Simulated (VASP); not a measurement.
# Rb (P6_3/mmc) in VASP: further runs, part 3 of 4

VASP 6.6.1. The steps go on from the part before.

## (5) Electric field gradients, PBE (89.67 Å³/atom)

This run uses another cell than the first one, of 89.67 Å³/atom.

File INCAR:

```
SYSTEM = Rb
ALGO     = Normal         ! electronic algorithm
EDIFF    = 1E-8           ! SCF threshold, eV
ENCUT    = 520            ! plane-wave cutoff, eV
GGA      = PE             ! functional
ISIF     = 2              ! what is computed and relaxed
ISMEAR   = -1             ! smearing method
LASPH    = .True.         ! aspherical terms in the spheres
LCHARG   = .False.        ! write CHGCAR
LEFG     = .True.       
LREAL    = .False.        ! projectors in reciprocal space
LWAVE    = .False.        ! write WAVECAR
NBANDS   = 16             ! bands
NELM     = 60             ! most SCF steps
PREC     = Accurate       ! precision mode
SIGMA    = 0.03           ! smearing width, eV
```

File KPOINTS:

```
k-points
0
Gamma
  11 11 6
  0 0 0
```

File POSCAR:

```
Rb
1.0
    5.0006745913      0.0000000000      0.0000000000
   -2.5003372956      4.3307112321      0.0000000000
    0.0000000000      0.0000000000      8.2808417512
Rb
2
Direct
    0.3333333333      0.6666666667      0.2500000000
    0.6666666667      0.3333333333      0.7500000000
```

Potentials or basis: VASP PAW PBE potentials, release 64 (Rb_sv).

Launch:

```
cat potpaw_PBE.64/Rb_sv/POTCAR > POTCAR
mpirun -np 1 vasp_std > vasp.out
```

OUTCAR:

```text
SYSTEM = Rb
   EDIFF = 1E-8
   ENCUT = 520
   GGA = PE
   ISIF = 2
   ISMEAR = -1
   LASPH = .True.
   LREAL = .False.
   NELM = 60
   PREC = Accurate

 ion  position               nearest neighbor table
   1  0.333  0.667  0.250-   2 5.05   2 5.05   2 5.05   2 5.05   2 5.05   2 5.05
   2  0.667  0.333  0.750-   1 5.05   1 5.05   1 5.05   1 5.05   1 5.05   1 5.05

  LATTYP: Found a hexagonal cell.
 ALAT       =     5.0006745913
 C/A-ratio  =     1.6559449330

  Lattice vectors:

 A1 = (   5.0006745913,   0.0000000000,   0.0000000000)
 A2 = (  -2.5003372956,   4.3307112321,   0.0000000000)
 A3 = (   0.0000000000,   0.0000000000,   8.2808417512)

Analysis of symmetry for initial positions (statically):
=====================================================================
 Subroutine PRICEL returns:
 Original cell was already a primitive cell.

 Routine SETGRP: Setting up the symmetry group for a
 hexagonal supercell.

 Subroutine GETGRP returns: Found 24 space group operations
 (whereof 12 operations were pure point group operations)
 out of a pool of 24 trial point group operations.

The static configuration has the point symmetry D_3d.
 The point group associated with its full space group is D_6h.

Analysis of symmetry for dynamics (positions and initial velocities):
=====================================================================
 Subroutine PRICEL returns:
 Original cell was already a primitive cell.

 Routine SETGRP: Setting up the symmetry group for a
 hexagonal supercell.

 Subroutine GETGRP returns: Found 24 space group operations
 (whereof 12 operations were pure point group operations)
[... 162 lines left out ...]
      3     -12.9824      2.00000
      4     -12.8980      2.00000
      5     -12.8980      2.00000
      6     -12.8866      2.00000
[... 433 lines left out ...]
      3     -12.9634      2.00000
      4     -12.9304      2.00000
      5     -12.9267      2.00000
      6     -12.9082      2.00000
[... 8 lines left out ...]
     15       3.6177      0.00000
     16       4.0213      0.00000

 [... further k-points ...]

------------------------ aborting loop because EDIFF is reached ----------------------------------------

  FORCE on cell =-STRESS in cart. coord.  units (eV):
  Direction    XX          YY          ZZ          XY          YZ          ZX
  --------------------------------------------------------------------------------------
  -------------------------------------------------------------------------------------
  Total        0.0562449      0.0562449      0.0674981      0.0000000     -0.0000000     -0.0000000
  in kB        0.5024949      0.5024949      0.6030309      0.0000000     -0.0000000     -0.0000000
  external PRESSURE =       0.5360069 kB  Pullay stress =       0.0000000 kB

 VOLUME and BASIS-vectors are now :
 -----------------------------------------------------------------------------
  energy-cutoff  :      520.00
  volume of cell :      179.33
      direct lattice vectors                 reciprocal lattice vectors
     5.000674591  0.000000000  0.000000000     0.199973020  0.115454477  0.000000000
    -2.500337296  4.330711232  0.000000000     0.000000000  0.230908954  0.000000000
     0.000000000  0.000000000  8.280841751     0.000000000  0.000000000  0.120760670

 POSITION                                       TOTAL-FORCE (eV/Angst)
 -----------------------------------------------------------------------------------
     -0.00000      2.88714      2.07021         0.000000     -0.000000      0.000000
      2.50034      1.44357      6.21063        -0.000000      0.000000      0.000000
 -----------------------------------------------------------------------------------
    total drift:                                0.000000     -0.000000      0.000000

  FREE ENERGIE OF THE ION-ELECTRON SYSTEM (eV)
  ---------------------------------------------------
  free  energy   TOTEN  =        -1.8740301827 eV

  energy  without entropy=       -1.8669882346  energy(sigma->0) =       -1.87050921

 Electric field gradients (V/A^2)
---------------------------------------------------------------------
 ion       V_xx      V_yy      V_zz      V_xy      V_xz      V_yz
---------------------------------------------------------------------
   1       0.756     0.756    -1.511    -0.000    -0.000     0.000
   2       0.756     0.756    -1.511    -0.000     0.000    -0.000
---------------------------------------------------------------------

 Electric field gradients after diagonalization (V/A^2)
 (convention: |V_zz| > |V_xx| > |V_yy|)
----------------------------------------------------------------------
 ion       V_xx      V_yy      V_zz     asymmetry (V_yy - V_xx)/ V_zz
----------------------------------------------------------------------
   1       0.756     0.756    -1.511       0.000
   2       0.756     0.756    -1.511       0.000
----------------------------------------------------------------------

           NMR quadrupolar parameters

 Cq : quadrupolar parameter    Cq=e*Q*V_zz/h
 eta: asymmetry parameters     (V_yy - V_xx)/ V_zz
 Q  : nuclear electric quadrupole moment in mb (millibarn)
----------------------------------------------------------------------
 ion       Cq(MHz)       eta       Q (mb)
----------------------------------------------------------------------
   1      -0.004       0.000       1.000
   2      -0.004       0.000       1.000
----------------------------------------------------------------------
```

OSZICAR:

```text
N       E                     dE             d eps       ncg     rms          rms(c)
DAV:   1     0.117638984277E+03    0.11764E+03   -0.69514E+03  2048   0.857E+02
DAV:   2     0.107111634689E+02   -0.10693E+03   -0.10355E+03  2736   0.185E+02
DAV:   3    -0.675542012640E+00   -0.11387E+02   -0.11344E+02  2856   0.590E+01
DAV:   4    -0.186479329401E+01   -0.11893E+01   -0.11889E+01  3592   0.130E+01
DAV:   5    -0.187124621866E+01   -0.64529E-02   -0.64527E-02  2856   0.117E+00    0.176E+00
DAV:   6    -0.187217324435E+01   -0.92703E-03   -0.47045E-03  2848   0.352E-01    0.106E+00
DAV:   7    -0.187379416263E+01   -0.16209E-02   -0.53986E-03  2616   0.399E-01    0.670E-02
DAV:   8    -0.187399714834E+01   -0.20299E-03   -0.29297E-04  2976   0.102E-01    0.252E-02
DAV:   9    -0.187402891814E+01   -0.31770E-04   -0.32299E-05  2888   0.385E-02    0.766E-03
DAV:  10    -0.187403015734E+01   -0.12392E-05   -0.81197E-06  2784   0.150E-02    0.166E-03
DAV:  11    -0.187403013819E+01    0.19145E-07   -0.40069E-07  3240   0.341E-03    0.526E-04
DAV:  12    -0.187403019739E+01   -0.59202E-07   -0.37140E-08  2448   0.936E-04    0.246E-04
DAV:  13    -0.187403016770E+01    0.29691E-07   -0.33587E-09  1928   0.300E-04    0.114E-04
DAV:  14    -0.187403018039E+01   -0.12691E-07   -0.40147E-10  1616   0.118E-04    0.214E-05
DAV:  15    -0.187403018269E+01   -0.22969E-08   -0.90490E-11  1512   0.515E-05
   1 F= -.18740302E+01 E0= -.18705092E+01  d E =-.704195E-02
```

stdout:

```text
POSCAR found type information on POSCAR Rb
 POSCAR found :  1 types and       2 ions
 scaLAPACK will be used
 LDA part: xc-table for (Slater+PW92), standard interpolation
 POSCAR, INCAR and KPOINTS ok, starting setup
 FFT: planning ... GRIDC
 FFT: planning ... GRID_SOFT
 FFT: planning ... GRID
 WAVECAR not read
 entering main loop
ion   1

ion   2
```

Run time: 64 s. Hardware: 1 thread of Intel Xeon 6975P-C (Granite Rapids), shared host; peak memory 0.38 GiB.

What came out:

* Free energy: -1.8740 eV
* Pressure: 0.1 GPa
* Band gap on the k mesh: zero (bands 9 and 10 overlap by 2.26 eV)
* Largest electric field gradient by atom: Rb -1.5 V/Å²

Electric field gradients, principal values (V/Å²):
| atom | least | middle | greatest (by size) |
| --- | --- | --- | --- |
| 1 Rb | 0.756 | 0.756 | -1.511 |
| 2 Rb | 0.756 | 0.756 | -1.511 |

Caveat: without QUAD_EFG the Cq values of the log hold for a quadrupole moment of 1 mb, not for the nuclei.

## (6) Electric field gradients, PBE

This run uses another cell than the first one, of 91.50 Å³/atom.

File INCAR:

```
ALGO = Normal
EDIFF = 1E-8
ENCUT = 520
GGA = PE
ISIF = 2
ISMEAR = -1
LASPH = T
LCHARG = F
LEFG = T
LREAL = F
LWAVE = F
NBANDS = 16
NELM = 60
PREC = Accurate
SIGMA = 0.03
```

File KPOINTS:

```
k-points
0
Gamma
  11 11 6
```

File POSCAR:

```
Rb
1.0
    5.0344639581      0.0000000000      0.0000000000
   -2.5172319790      4.3599736822      0.0000000000
    0.0000000000      0.0000000000      8.3367950819
Rb
2
Direct
    0.3333333333      0.6666666667      0.2500000000
    0.6666666667      0.3333333333      0.7500000000
```

Potentials or basis: VASP PAW PBE potentials, release 64 (Rb_sv).

Launch:

```
cat potpaw_PBE.64/Rb_sv/POTCAR > POTCAR
mpirun -np 1 vasp_std > vasp.out
```

OUTCAR:

```text
EDIFF = 1E-8
   ENCUT = 520
   GGA = PE
   ISIF = 2
   ISMEAR = -1
   LASPH = T
   LREAL = F
   NELM = 60
   PREC = Accurate

 ion  position               nearest neighbor table
   1  0.333  0.667  0.250-   2 5.08   2 5.08   2 5.08   2 5.08   2 5.08   2 5.08
   2  0.667  0.333  0.750-   1 5.08   1 5.08   1 5.08   1 5.08   1 5.08   1 5.08

  LATTYP: Found a hexagonal cell.
 ALAT       =     5.0344639581
 C/A-ratio  =     1.6559449330

  Lattice vectors:

 A1 = (   5.0344639581,   0.0000000000,   0.0000000000)
 A2 = (  -2.5172319790,   4.3599736822,   0.0000000000)
 A3 = (   0.0000000000,   0.0000000000,   8.3367950819)

Analysis of symmetry for initial positions (statically):
=====================================================================
 Subroutine PRICEL returns:
 Original cell was already a primitive cell.

 Routine SETGRP: Setting up the symmetry group for a
 hexagonal supercell.

 Subroutine GETGRP returns: Found 24 space group operations
 (whereof 12 operations were pure point group operations)
 out of a pool of 24 trial point group operations.

The static configuration has the point symmetry D_3d.
 The point group associated with its full space group is D_6h.

Analysis of symmetry for dynamics (positions and initial velocities):
=====================================================================
 Subroutine PRICEL returns:
 Original cell was already a primitive cell.

 Routine SETGRP: Setting up the symmetry group for a
 hexagonal supercell.

 Subroutine GETGRP returns: Found 24 space group operations
 (whereof 12 operations were pure point group operations)
 out of a pool of 24 trial point group operations.

The dynamic configuration has the point symmetry D_3d.
 The point group associated with its full space group is D_6h.

 Subroutine INISYM returns: Found 24 space group operations
 (whereof 12 operations are pure point group operations),
 and found     1 'primitive' translations

----------------------------------------------------------------------------------------

                                     Primitive cell

  volume of cell :     182.9937

  direct lattice vectors                    reciprocal lattice vectors
     5.034463958  0.000000000  0.000000000     0.198630879  0.114679591  0.000000000
    -2.517231979  4.359973682  0.000000000     0.000000000  0.229359183  0.000000000
     0.000000000  0.000000000  8.336795082     0.000000000  0.000000000  0.119950172

  length of vectors
     5.034463958  5.034463958  8.336795082     0.229359183  0.229359183  0.119950172

  position of ions in fractional coordinates (direct lattice)
     0.333333333  0.666666667  0.250000000
     0.666666667  0.333333333  0.750000000

  ion indices of the primitive-cell ions
   primitive index   ion index
                 1           1
                 2           2

----------------------------------------------------------------------------------------

 KPOINTS: k-points

Automatic generation of k-mesh.
[... 74 lines left out ...]
   POTIM  = 0.5000    time-step for ionic-motion
   TEBEG  =    0.0;   TEEND  =   0.0 temperature during run
   PSTRESS=    0.0 pullay stress
   NELECT =      18.0000    total number of electrons
   NUPDOWN=      -1.0000    fix difference up-down
   EMIN   =  10.00;   EMAX   =-10.00  energy-range for DOS
   EFERMI =   0.00;   METHOD = LEGACY
   ISMEAR =    -1;   SIGMA  =   0.03  broadening in eV -4-tet -1-fermi 0-gaus
   EFERMI_NEDOS =   21; number of points for ismear=-14 and -15
   IALGO  =     38    algorithm
   IMIX   =      4    mixing-type and parameters
     AMIX     =   0.40;   BMIX     =  1.00
     AMIX_MAG =   1.60;   BMIX_MAG =  1.00
  volume/ion in A,a.u.               =      91.50       617.45
  Fermi-wavevector in a.u.,A,eV,Ry     =   0.755707  1.428080  7.770198  0.571093
  Thomas-Fermi vector in A             =   1.853663
   LORBIT       =      0    0 simple, 1 ext, 2 COOP (PROOUT), +10 PAW based schemes
   GGA     = PE    functional components
   LHFCALC =     F    Hartree Fock is set to
   AEXX    =    0.0000 exact exchange contribution
   IVDW    =     0    specifies the selected vdW correction
   LEPSILON=     F    determine dielectric tensor
   LRPA    =     F    only Hartree local field effects (RPA)
 non-spin polarized calculation
  energy-cutoff  :      520.00
  volume of cell :      182.99
 maximum number of plane-waves:      4975
 NGX is ok and might be reduce to    40
   NGX = 19   NGY = 19   NGZ = 31

 number of electron      18.0000000 magnetization

 Free energy of the ion-electron system (eV)
  ---------------------------------------------------
  ext. energy  EPLUGINS =         0.00000000
  ---------------------------------------------------
  free energy    TOTEN  =        -1.87463544 eV

  energy without entropy =       -1.86757413  energy(sigma->0) =       -1.87110479

 E-fermi :   0.0217     XC(G=0):  -5.4521

 val. band max:        0.0046113024   @ k =   0.2727   0.1818   0.5000
 cond. band min:       0.0337373676   @ k =   0.2727   0.0909   0.3333
 fundamental gap:      0.0291260653
 Fermi energy:         0.0217096428

 k-point     1 :       0.0000    0.0000    0.0000
  band No.  band energies     occupation
      1     -28.8996      2.00000
      2     -28.8962      2.00000
      3     -13.0335      2.00000
      4     -12.9550      2.00000
      5     -12.9550      2.00000
      6     -12.9443      2.00000
[... 433 lines left out ...]
      3     -13.0158      2.00000
      4     -12.9852      2.00000
      5     -12.9817      2.00000
      6     -12.9646      2.00000
[... 8 lines left out ...]
     15       3.5491      0.00000
     16       3.9473      0.00000

 [... further k-points ...]

------------------------ aborting loop because EDIFF is reached ----------------------------------------

  FORCE on cell =-STRESS in cart. coord.  units (eV):
  Direction    XX          YY          ZZ          XY          YZ          ZX
  --------------------------------------------------------------------------------------
  -------------------------------------------------------------------------------------
  Total       -0.0082905     -0.0082905      0.0025192     -0.0000000      0.0000000      0.0000000
  in kB       -0.0725861     -0.0725861      0.0220567     -0.0000000      0.0000000      0.0000000
  external PRESSURE =      -0.0410385 kB  Pullay stress =       0.0000000 kB

 VOLUME and BASIS-vectors are now :
 -----------------------------------------------------------------------------
  energy-cutoff  :      520.00
  volume of cell :      182.99
      direct lattice vectors                 reciprocal lattice vectors
     5.034463958  0.000000000  0.000000000     0.198630879  0.114679591  0.000000000
    -2.517231979  4.359973682  0.000000000     0.000000000  0.229359183  0.000000000
     0.000000000  0.000000000  8.336795082     0.000000000  0.000000000  0.119950172

 POSITION                                       TOTAL-FORCE (eV/Angst)
 -----------------------------------------------------------------------------------
     -0.00000      2.90665      2.08420         0.000000     -0.000000      0.000000
      2.51723      1.45332      6.25260        -0.000000      0.000000      0.000000
 -----------------------------------------------------------------------------------
    total drift:                               -0.000000      0.000000     -0.000000

  FREE ENERGIE OF THE ION-ELECTRON SYSTEM (eV)
  ---------------------------------------------------
  free  energy   TOTEN  =        -1.8746354429 eV

  energy  without entropy=       -1.8675741306  energy(sigma->0) =       -1.87110479

 Electric field gradients (V/A^2)
---------------------------------------------------------------------
 ion       V_xx      V_yy      V_zz      V_xy      V_xz      V_yz
---------------------------------------------------------------------
   1       0.720     0.720    -1.441    -0.000     0.000    -0.000
   2       0.720     0.720    -1.441    -0.000    -0.000     0.000
---------------------------------------------------------------------

 Electric field gradients after diagonalization (V/A^2)
 (convention: |V_zz| > |V_xx| > |V_yy|)
----------------------------------------------------------------------
 ion       V_xx      V_yy      V_zz     asymmetry (V_yy - V_xx)/ V_zz
----------------------------------------------------------------------
   1       0.720     0.720    -1.441       0.000
   2       0.720     0.720    -1.441       0.000
----------------------------------------------------------------------

           NMR quadrupolar parameters

 Cq : quadrupolar parameter    Cq=e*Q*V_zz/h
 eta: asymmetry parameters     (V_yy - V_xx)/ V_zz
 Q  : nuclear electric quadrupole moment in mb (millibarn)
----------------------------------------------------------------------
 ion       Cq(MHz)       eta       Q (mb)
----------------------------------------------------------------------
   1      -0.003       0.000       1.000
   2      -0.003       0.000       1.000
----------------------------------------------------------------------
```

stdout:

```text
POSCAR found type information on POSCAR Rb
 POSCAR found :  1 types and       2 ions
 scaLAPACK will be used
 LDA part: xc-table for (Slater+PW92), standard interpolation
 POSCAR, INCAR and KPOINTS ok, starting setup
 FFT: planning ... GRIDC
 FFT: planning ... GRID_SOFT
 FFT: planning ... GRID
 WAVECAR not read
 entering main loop
ion   1

ion   2
```

Run time: 65 s. Hardware: 1 thread of Intel Xeon 6975P-C (Granite Rapids), shared host; peak memory 0.37 GiB.

What came out:

```yaml
Free_energy: -1.8746 eV
Pressure: 0.0 GPa
Band_gap_on_the_k_mesh: zero (bands 9 and 10 overlap by 2.24 eV)
Largest_electric_field_gradient_by_atom: Rb -1.4 V/Å²
```

Electric field gradients, principal values (V/Å²):
```tsv
atom	least	middle	greatest (by size)
1 Rb	0.720	0.720	-1.441
2 Rb	0.720	0.720	-1.441
```

Caveat: without QUAD_EFG the Cq values of the log hold for a quadrupole moment of 1 mb, not for the nuclei.

[end of part 3 of 4]
